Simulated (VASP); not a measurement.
# Ir (Fm-3m) in VASP: further runs

The runs below take Ir through single point, with r2SCAN.

All numbers are computed with VASP 6.6.1; they aren't measurements. Logs are shortened: lines on timing, memory, paths and dates and some standing lists are left out, and cuts for length are marked.

## (1) The cell of the first run

Symmetry: Fm-3m, No. 225, cubic system. Conventional cell: a = 3.846 Å, b = 3.846 Å, c = 3.846 Å, α = 90.00°, β = 90.00°, γ = 90.00°. Within 3.6 Å of Ir (site symmetry m-3m) lie 12 Ir at 2.72 Å.

## (2) Single point, r2SCAN

File POSCAR:

```
Ir
1.0
    0.0000000000      1.9228496764      1.9228496764
    1.9228496764      0.0000000000      1.9228496764
    1.9228496764      1.9228496764      0.0000000000
Ir
1
Direct
    0.0000000000      0.0000000000      0.0000000000
```

File INCAR.step1:

```
SYSTEM = Ir
PREC = Accurate ; ENCUT = 520
ISMEAR = 1 ; SIGMA = 0.1
LREAL = .FALSE. ; LASPH = .TRUE.
NELM = 100 ; NBANDS = 10
GGA = PE ; ALGO = Normal
EDIFF = 1E-4 ; LWAVE = .TRUE.
LCHARG = .FALSE.
```

File INCAR.step2:

```
SYSTEM = Ir
PREC = Accurate ; ENCUT = 520
EDIFF = 1E-6 ; ISMEAR = 1
SIGMA = 0.1 ; LREAL = .FALSE.
LASPH = .TRUE. ; NELM = 100
ALGO = Normal ; ISIF = 2
LWAVE = .FALSE. ; LCHARG = .FALSE.
METAGGA = R2SCAN ; LMIXTAU = .TRUE.
NBANDS = 10 ; ISTART = 1
```

File KPOINTS:

```
regular mesh
0
G
  14 14 14
  0 0 0
```

Potentials or basis: VASP PAW PBE potentials, release 64 (Ir).

Started as:

```console
> cat potpaw_PBE.64/Ir/POTCAR > POTCAR
> cp INCAR.step1 INCAR
> mpirun -np 1 vasp_std > vasp.out
> cp INCAR.step2 INCAR
> mpirun -np 1 vasp_std > vasp.out
```

OUTCAR:

```text
SYSTEM = Ir
   PREC = Accurate
   ENCUT = 520
   EDIFF = 1E-6
   ISMEAR = 1
   LREAL = .FALSE.
   LASPH = .TRUE.
   NELM = 100
   ISIF = 2
   METAGGA = R2SCAN
   ISTART = 1

 ion  position               nearest neighbor table
   1  0.000  0.000  0.000-

  LATTYP: Found a face centered cubic cell.
 ALAT       =     3.8456993528

  Lattice vectors:

 A1 = (   0.0000000000,   1.9228496764,   1.9228496764)
 A2 = (   1.9228496764,   0.0000000000,   1.9228496764)
 A3 = (   1.9228496764,   1.9228496764,   0.0000000000)

Analysis of symmetry for initial positions (statically):
=====================================================================
 Subroutine PRICEL returns:
 Original cell was already a primitive cell.

 Routine SETGRP: Setting up the symmetry group for a
 face centered cubic supercell.

 Subroutine GETGRP returns: Found 48 space group operations
 (whereof 48 operations were pure point group operations)
 out of a pool of 48 trial point group operations.

The static configuration has the point symmetry O_h .

Analysis of symmetry for dynamics (positions and initial velocities):
=====================================================================
 Subroutine PRICEL returns:
 Original cell was already a primitive cell.

 Routine SETGRP: Setting up the symmetry group for a
 face centered cubic supercell.

 Subroutine GETGRP returns: Found 48 space group operations
 (whereof 48 operations were pure point group operations)
 out of a pool of 48 trial point group operations.

The dynamic configuration has the point symmetry O_h .

 Subroutine INISYM returns: Found 48 space group operations
 (whereof 48 operations are pure point group operations),
 and found     1 'primitive' translations

----------------------------------------------------------------------------------------

                                     Primitive cell

  volume of cell :      14.2189

  direct lattice vectors                    reciprocal lattice vectors
     0.000000000  1.922849676  1.922849676    -0.260030727  0.260030727  0.260030727
     1.922849676  0.000000000  1.922849676     0.260030727 -0.260030727  0.260030727
     1.922849676  1.922849676  0.000000000     0.260030727  0.260030727 -0.260030727

  length of vectors
     2.719320091  2.719320091  2.719320091     0.450386431  0.450386431  0.450386431

  position of ions in fractional coordinates (direct lattice)
     0.000000000  0.000000000  0.000000000

  ion indices of the primitive-cell ions
   primitive index   ion index
                 1           1

----------------------------------------------------------------------------------------

 KPOINTS: regular mesh

Automatic generation of k-mesh.
 Grid dimensions read from file:
 generate k-points for:   14   14   14

 Generating k-lattice:

  Cartesian coordinates                     Fractional coordinates (reciprocal lattice)
    -0.018573623  0.018573623  0.018573623     0.071428571  0.000000000  0.000000000
     0.018573623 -0.018573623  0.018573623     0.000000000  0.071428571  0.000000000
     0.018573623  0.018573623 -0.018573623     0.000000000  0.000000000  0.071428571

  Length of vectors
     0.032170459  0.032170459  0.032170459

  Shift w.r.t. Gamma in fractional coordinates (k-lattice)
     0.000000000  0.000000000  0.000000000

 Subroutine IBZKPT returns following result:
 ===========================================

 Found    104 irreducible k-points:

 Following reciprocal coordinates:
            Coordinates               Weight
  0.000000  0.000000  0.000000      1.000000
  0.071429  0.000000  0.000000      8.000000
  0.142857  0.000000  0.000000      8.000000
  0.214286  0.000000  0.000000      8.000000
  0.285714  0.000000  0.000000      8.000000
  0.357143  0.000000  0.000000      8.000000
[... 16 lines left out ...]
  0.214286  0.142857  0.000000     24.000000
  0.285714  0.142857  0.000000     24.000000
 [... further k-points ...]
   k-points           NKPTS =    104   k-points in BZ     NKDIM =    104   number of bands    NBANDS=     10
   number of dos      NEDOS =    301   number of ions     NIONS =      1
   total plane-waves  NPLWV =   8000
   dimension x,y,z NGX =    20 NGY =   20 NGZ =   20
   dimension x,y,z NGXF=    40 NGYF=   40 NGZF=   40
   ions per type =               1
   NGX,Y,Z   is equivalent  to a cutoff of  12.23, 12.23, 12.23 a.u.
   NGXF,Y,Z  is equivalent  to a cutoff of  24.45, 24.45, 24.45 a.u.
 SYSTEM =  Ir
   PREC   = accura    normal or accurate (medium, high low for compatibility)
   ISTART =      1    job   : 0-new  1-cont  2-samecut
   ICHARG =      0    charge: 1-file 2-atom 10-const
   ISPIN  =      1    spin polarized calculation?
   LNONCOLLINEAR =      F non collinear calculations
   LSORBIT =      F    spin-orbit coupling
   LASPH  =      T    aspherical Exc in radial PAW
   ENCUT  =  520.0 eV  38.22 Ry    6.18 a.u.   5.06  5.06  5.06*2*pi/ulx,y,z
   NELM   =    100;   NELMIN=  2; NELMDL=  0     # of ELM steps
   EDIFF  = 0.1E-05   stopping-criterion for ELM
   LREAL  =      F    real-space projection
   EDIFFG = 0.1E-04   stopping-criterion for IOM
   NSW    =      0    number of steps for IOM
   IBRION =     -1    ionic relax: 0-MD 1-quasi-New 2-CG
   NFREE  =      0    steps in history (QN), initial steepest desc. (CG)
   ISIF   =      2    stress and relaxation
   ISYM   =      2    0-nonsym 1-usesym 2-fastsym
   POTIM  = 0.5000    time-step for ionic-motion
   TEBEG  =    0.0;   TEEND  =   0.0 temperature during run
   PSTRESS=    0.0 pullay stress
   NELECT =       9.0000    total number of electrons
   NUPDOWN=      -1.0000    fix difference up-down
   EMIN   =  10.00;   EMAX   =-10.00  energy-range for DOS
   EFERMI =   0.00;   METHOD = LEGACY
   ISMEAR =     1;   SIGMA  =   0.10  broadening in eV -4-tet -1-fermi 0-gaus
   EFERMI_NEDOS =   21; number of points for ismear=-14 and -15
   IALGO  =     38    algorithm
   IMIX   =      4    mixing-type and parameters
     AMIX     =   0.40;   BMIX     =  1.00
     AMIX_MAG =   1.60;   BMIX_MAG =  1.00
  volume/ion in A,a.u.               =      14.22        95.95
  Fermi-wavevector in a.u.,A,eV,Ry     =   1.405617  2.656231 26.881835  1.975759
  Thomas-Fermi vector in A             =   2.528060
   LORBIT       =      0    0 simple, 1 ext, 2 COOP (PROOUT), +10 PAW based schemes
   METAGGA = R2SCAN    functional components
   LHFCALC =     F    Hartree Fock is set to
   AEXX    =    0.0000 exact exchange contribution
   IVDW    =     0    specifies the selected vdW correction
   LEPSILON=     F    determine dielectric tensor
   LRPA    =     F    only Hartree local field effects (RPA)
 non-spin polarized calculation
 Methfessel and Paxton  Order N= 1 SIGMA  =   0.10
  energy-cutoff  :      520.00
  volume of cell :       14.22
 maximum number of plane-waves:       393
   NGX = 11   NGY = 11   NGZ = 11

 number of electron       9.0000000 magnetization

 Free energy of the ion-electron system (eV)
  ---------------------------------------------------
  ext. energy  EPLUGINS =         0.00000000
  ---------------------------------------------------
  free energy    TOTEN  =       -52.35486877 eV

  energy without entropy =      -52.35391064  energy(sigma->0) =      -52.35454939

 E-fermi :   9.9833     XC(G=0): -15.2930

 val. band max:        9.9815171118   @ k =   0.4286   0.2857   0.0714
 cond. band min:      10.0187950941   @ k =   0.5000   0.4286   0.0000
 fundamental gap:      0.0372779823
 Fermi energy:         9.9832630858

 k-point     1 :       0.0000    0.0000    0.0000
  band No.  band energies     occupation
      1      -1.3841      2.00000
      2       6.1200      2.00000
      3       6.1200      2.00000
      4       6.1200      2.00000
      5       8.8075      2.00000
      6       8.8075      2.00000
      7      25.1998      0.00000
      8      31.0362      0.00000
      9      31.0362      0.00000
     10      31.0362      0.00000

 k-point     2 :       0.0714    0.0000    0.0000
  band No.  band energies     occupation
      1      -1.1490      2.00000
      2       5.9955      2.00000
      3       6.2208      2.00000
      4       6.2208      2.00000
      5       8.7449      2.00000
      6       8.7449      2.00000
      7      25.5984      0.00000
      8      29.9028      0.00000
      9      31.4154      0.00000
     10      31.4154      0.00000

 k-point     3 :       0.1429    0.0000    0.0000
  band No.  band energies     occupation
      1      -0.4858      2.00000
      2       5.7114      2.00000
      3       6.4523      2.00000
      4       6.4523      2.00000
      5       8.6504      2.00000
      6       8.6504      2.00000
      7      26.6085      0.00000
      8      27.8828      0.00000
      9      32.4923      0.00000
     10      32.4923      0.00000

 k-point     4 :       0.2143    0.0000    0.0000
  band No.  band energies     occupation
      1       0.4453      2.00000
      2       5.5228      2.00000
      3       6.5881      2.00000
      4       6.5881      2.00000
      5       8.7938      2.00000
      6       8.7938      2.00000
      7      25.7441      0.00000
      8      27.6111      0.00000
      9      34.0692      0.00000
     10      34.0692      0.00000
[... 222 lines left out ...]
 k-point    22 :       0.1429    0.1429    0.0000
  band No.  band energies     occupation
      1      -0.1763      2.00000
      2       5.2603      2.00000
      3       6.8203      2.00000
      4       6.8203      2.00000
      5       7.8442      2.00000
      6       9.1627      2.00000
      7      27.2226      0.00000
      8      29.2837      0.00000
      9      31.1506      0.00000
     10      31.1506      0.00000

 k-point    23 :       0.2143    0.1429    0.0000
  band No.  band energies     occupation
      1       0.5558      2.00000
      2       4.9033      2.00000
      3       6.9255      2.00000
      4       7.1434      2.00000
      5       7.7956      2.00000
      6       9.3712      2.00000
      7      27.9485      0.00000
      8      28.2899      0.00000
      9      31.0964      0.00000
     10      31.7260      0.00000

 k-point    24 :       0.2857    0.1429    0.0000
  band No.  band energies     occupation
      1       1.4707      2.00000
      2       4.7160      2.00000
      3       6.4616      2.00000
      4       7.2557      2.00000
      5       8.6359      2.00000
      6       9.8022      2.02803
      7      25.8087      0.00000
      8      28.7444      0.00000
      9      30.9411      0.00000
     10      32.0699      0.00000

 [... further k-points ...]

------------------------ aborting loop because EDIFF is reached ----------------------------------------

  FORCE on cell =-STRESS in cart. coord.  units (eV):
  Direction    XX          YY          ZZ          XY          YZ          ZX
  --------------------------------------------------------------------------------------
  -------------------------------------------------------------------------------------
  Total        0.1987345      0.1987345      0.1987345      0.0000000     -0.0000000      0.0000000
  in kB       22.3932901     22.3932901     22.3932901      0.0000000     -0.0000000      0.0000000
  external PRESSURE =      22.3932901 kB  Pullay stress =       0.0000000 kB

 VOLUME and BASIS-vectors are now :
 -----------------------------------------------------------------------------
  energy-cutoff  :      520.00
  volume of cell :       14.22
      direct lattice vectors                 reciprocal lattice vectors
     0.000000000  1.922849676  1.922849676    -0.260030727  0.260030727  0.260030727
     1.922849676  0.000000000  1.922849676     0.260030727 -0.260030727  0.260030727
     1.922849676  1.922849676  0.000000000     0.260030727  0.260030727 -0.260030727

 POSITION                                       TOTAL-FORCE (eV/Angst)
 -----------------------------------------------------------------------------------
      0.00000      0.00000      0.00000         0.000000      0.000000      0.000000
 -----------------------------------------------------------------------------------
    total drift:                                0.000000      0.000000     -0.000000

  FREE ENERGIE OF THE ION-ELECTRON SYSTEM (eV)
  ---------------------------------------------------
  free  energy   TOTEN  =       -52.3548687675 eV

  energy  without entropy=      -52.3539106396  energy(sigma->0) =      -52.35454939
```

Wall time 27 s (1 thread of Intel Xeon Platinum 8488C (Sapphire Rapids), shared host); peak memory 0.14 GiB.

Results:

```yaml
Free_energy: -52.3549 eV
Pressure: 2.2 GPa
```

Caveat: the PAW data sets were made with another functional, which shifts forces and pressure a little; spin-orbit coupling is left out, which moves the levels of the heavy elements.

## (3) Single point, r2SCAN

POSCAR is that of step 2.

File INCAR.step1:

```
SYSTEM = Ir
PREC = Accurate
ENCUT = 520
ISMEAR = 1
SIGMA = 1.0
LREAL = .False.
LASPH = .True.
NELM = 60
NBANDS = 10
GGA = PE
ALGO = Normal
EDIFF = 1E-4
LWAVE = .True.
LCHARG = .False.
```

File INCAR.step2:

```
SYSTEM = Ir
PREC = Accurate
ENCUT = 520
EDIFF = 1E-7
ISMEAR = 1
SIGMA = 1.0
LREAL = .False.
LASPH = .True.
NELM = 60
ALGO = Normal
ISIF = 2
LWAVE = .False.
LCHARG = .False.
METAGGA = R2SCAN
LMIXTAU = .True.
NBANDS = 10
ISTART = 1
```

File KPOINTS:

```
regular mesh
0
Gamma
  14 14 14
  0 0 0
```

Potentials or basis: VASP PAW PBE potentials, release 64 (Ir).

Started as:

```console
> cat potpaw_PBE.64/Ir/POTCAR > POTCAR
> cp INCAR.step1 INCAR
> mpirun -np 1 vasp_std > vasp.out
> cp INCAR.step2 INCAR
> mpirun -np 1 vasp_std > vasp.out
```

OUTCAR:

```text
SYSTEM = Ir
   PREC = Accurate
   ENCUT = 520
   EDIFF = 1E-7
   ISMEAR = 1
   LREAL = .False.
   LASPH = .True.
   NELM = 60
   ISIF = 2
   METAGGA = R2SCAN
   ISTART = 1

 ion  position               nearest neighbor table
   1  0.000  0.000  0.000-

  LATTYP: Found a face centered cubic cell.
 ALAT       =     3.8456993528

  Lattice vectors:

 A1 = (   0.0000000000,   1.9228496764,   1.9228496764)
 A2 = (   1.9228496764,   0.0000000000,   1.9228496764)
 A3 = (   1.9228496764,   1.9228496764,   0.0000000000)

[... 491 lines left out ...]
 [... further k-points ...]

------------------------ aborting loop because EDIFF is reached ----------------------------------------

  FORCE on cell =-STRESS in cart. coord.  units (eV):
  Direction    XX          YY          ZZ          XY          YZ          ZX
  --------------------------------------------------------------------------------------
  -------------------------------------------------------------------------------------
  Total        0.2015376      0.2015376      0.2015376      0.0000000     -0.0000000      0.0000000
  in kB       22.7091377     22.7091377     22.7091377      0.0000000     -0.0000000      0.0000000
  external PRESSURE =      22.7091377 kB  Pullay stress =       0.0000000 kB

 VOLUME and BASIS-vectors are now :
 -----------------------------------------------------------------------------
  energy-cutoff  :      520.00
  volume of cell :       14.22
      direct lattice vectors                 reciprocal lattice vectors
     0.000000000  1.922849676  1.922849676    -0.260030727  0.260030727  0.260030727
     1.922849676  0.000000000  1.922849676     0.260030727 -0.260030727  0.260030727
     1.922849676  1.922849676  0.000000000     0.260030727  0.260030727 -0.260030727

 POSITION                                       TOTAL-FORCE (eV/Angst)
 -----------------------------------------------------------------------------------
      0.00000      0.00000      0.00000        -0.000000      0.000000      0.000000
 -----------------------------------------------------------------------------------
    total drift:                                0.000000      0.000000     -0.000000

  FREE ENERGIE OF THE ION-ELECTRON SYSTEM (eV)
  ---------------------------------------------------
  free  energy   TOTEN  =       -52.3588755826 eV

  energy  without entropy=      -52.3532633904  energy(sigma->0) =      -52.35700485
```

Run time: 30 s. Hardware: 1 thread of Intel Xeon Platinum 8488C (Sapphire Rapids), shared host; peak memory 0.14 GiB.

What came out:

| Quantity | Value |
| --- | --- |
| Free energy | -52.3589 eV |
| Pressure | 2.3 GPa |

Levels at points of the mesh, in eV from the Fermi level:
| k point | band 1 | band 2 | band 3 | band 4 | band 5 | band 6 | band 7 | band 8 |
| --- | --- | --- | --- | --- | --- | --- | --- | --- |
| (0.00, 0.00, 0.00) | -11.42 | -3.92 | -3.92 | -3.92 | -1.23 | -1.23 | 15.16 | 20.99 |
| (0.50, 0.00, 0.00) | -8.31 | -4.07 | -4.07 | -0.64 | 0.98 | 0.98 | 7.66 | 14.79 |
| (0.50, 0.50, 0.00) | -8.10 | -7.52 | 0.88 | 1.61 | 1.61 | 1.83 | 11.05 | 12.36 |

Caveat: the PAW data sets were made with another functional, which shifts forces and pressure a little; spin-orbit coupling is left out, which moves the levels of the heavy elements.

## (4) Single point, r2SCAN

POSCAR is that of step 3.

File INCAR.step1:

```
PREC = Accurate
ENCUT = 520
ISMEAR = -1
SIGMA = 0.1
LREAL = F
LASPH = T
NELM = 100
NBANDS = 10
GGA = PE
ALGO = Normal
EDIFF = 1E-4
LWAVE = T
LCHARG = F
```

File INCAR.step2:

```
PREC = Accurate
ENCUT = 520
EDIFF = 1E-6
ISMEAR = -1
SIGMA = 0.1
LREAL = F
LASPH = T
NELM = 100
ALGO = Normal
ISIF = 2
LWAVE = F
LCHARG = F
METAGGA = R2SCAN
LMIXTAU = T
NBANDS = 10
ISTART = 1
```

File KPOINTS:

```
regular mesh
0
Gamma
  15 15 15
```

Started as:

```console
> cat potpaw_PBE.64/Ir/POTCAR > POTCAR
> cp INCAR.step1 INCAR
> mpirun -np 1 vasp_std > vasp.out
> cp INCAR.step2 INCAR
> mpirun -np 1 vasp_std > vasp.out
```

It took 32 s on 1 thread of Intel Xeon Platinum 8488C (Sapphire Rapids), shared host; peak memory 0.14 GiB.

It converged, with:

| Property | Result |
| --- | --- |
| Free energy | -52.3861 eV |
| Pressure | 2.1 GPa |

Levels at points of the mesh, in eV from the Fermi level:
```csv
k point,band 1,band 2,band 3,band 4,band 5,band 6,band 7,band 8,band 9
"(0.00, 0.00, 0.00)",-11.48,-3.98,-3.98,-3.98,-1.29,-1.29,15.10,20.93,20.93
```

Caveat: the PAW data sets were made with another functional, which shifts forces and pressure a little; spin-orbit coupling is left out, which moves the levels of the heavy elements.

## (5) Single point, r2SCAN

POSCAR is that of step 4.

File INCAR.step1:

```
  PREC = Accurate
  ENCUT = 520
  ISMEAR = -1
  SIGMA = 0.1
  LREAL = F
  LASPH = T
  NELM = 80
  NBANDS = 10
  GGA = PE
  ALGO = Normal
  EDIFF = 1E-4
  LWAVE = T
  LCHARG = F
```

File INCAR.step2:

```
  PREC = Accurate
  ENCUT = 520
  EDIFF = 1E-6
  ISMEAR = -1
  SIGMA = 0.1
  LREAL = F
  LASPH = T
  NELM = 80
  ALGO = Normal
  ISIF = 2
  LWAVE = F
  LCHARG = F
  METAGGA = R2SCAN
  LMIXTAU = T
  NBANDS = 10
  ISTART = 1
```

File KPOINTS:

```
Automatic mesh
0
Gamma
  20 20 20
```

Started as:

```console
> cat potpaw_PBE.64/Ir/POTCAR > POTCAR
> cp INCAR.step1 INCAR
> mpirun -np 1 vasp_std > vasp.out
> cp INCAR.step2 INCAR
> mpirun -np 1 vasp_std > vasp.out
```

It took 63 s on 1 thread of Intel Xeon Platinum 8488C (Sapphire Rapids), shared host; peak memory 0.16 GiB.

The run converged. Its results:

* Free energy: -52.3819 eV
* Pressure: 2.2 GPa

Levels at points of the mesh, in eV from the Fermi level:
| k point | band 1 | band 2 | band 3 | band 4 | band 5 | band 6 | band 7 | band 8 | band 9 |
| --- | --- | --- | --- | --- | --- | --- | --- | --- | --- |
| (0.00, 0.00, 0.00) | -11.44 | -3.93 | -3.93 | -3.93 | -1.24 | -1.24 | 15.15 | 20.98 | 20.98 |
| (0.50, 0.00, 0.00) | -8.32 | -4.09 | -4.09 | -0.65 | 0.96 | 0.96 | 7.65 | 14.78 | 20.81 |
| (0.50, 0.50, 0.00) | -8.11 | -7.53 | 0.87 | 1.59 | 1.59 | 1.82 | 11.04 | 12.34 | 12.34 |

Caveat: the PAW data sets were made with another functional, which shifts forces and pressure a little; spin-orbit coupling is left out, which moves the levels of the heavy elements.

## (6) Overview

| k mesh | smearing | gap on the mesh (eV) | pressure (GPa) |
| --- | --- | --- | --- |
| 14 × 14 × 14 | methfessel-paxton 0.1 eV | none | 2.2 |
| 14 × 14 × 14 | methfessel-paxton 1 eV | none | 2.3 |
| 15 × 15 × 15 | fermi-dirac 0.1 eV | none | 2.1 |
| 20 × 20 × 20 | fermi-dirac 0.1 eV | none | 2.2 |

Alike in all rows: task single point; level r2SCAN; potentials or basis VASP PAW PBE potentials, release 64 (Ir); no spin polarisation; cell as given; cutoff (eV) 520.

Every run on the cell as given and a fine mesh finds a metal.

Caveats: the PAW data sets were made with another functional, which shifts forces and pressure a little; spin-orbit coupling is left out, which moves the levels of the heavy elements.

Total energies depend on the potentials used, so only differences within one code and one set of settings carry meaning.
